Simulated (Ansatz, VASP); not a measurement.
One calculation of La, two programs

```
CELL_PARAMETERS angstrom
3.59369 0.00000 0.00000
-1.79685 3.11223 0.00000
0.00000 0.00000 11.52080
ATOMIC_POSITIONS crystal
La 0.00000 0.00000 0.00000
La 0.00000 0.00000 0.50000
La 0.33333 0.66667 0.75000
La 0.66667 0.33333 0.25000
```

Alike in both runs: task single point; functional LDA; k mesh 16 × 16 × 5; occupations fermi-dirac, width 0.05 eV; no spin polarisation.

|  | VASP | Ansatz |
| --- | --- | --- |
| version | VASP 6.6.1 | Ansatz 0.2.0 |
| potentials or method | VASP PAW LDA potentials, release 64 (La), cutoff 520 eV | all-electron PAW with datasets made for the crystal, scalar-relativistic |

```tsv
	VASP	Ansatz	Ansatz less VASP
pressure (GPa)	-0.1	0.0	+0.14
```

LDA's correlation is that of Perdew and Zunger in VASP and of Perdew and Wang (1992) in Ansatz. Ansatz ran all-electron here, and VASP with PAW potentials.

Spin-orbit coupling is off throughout.
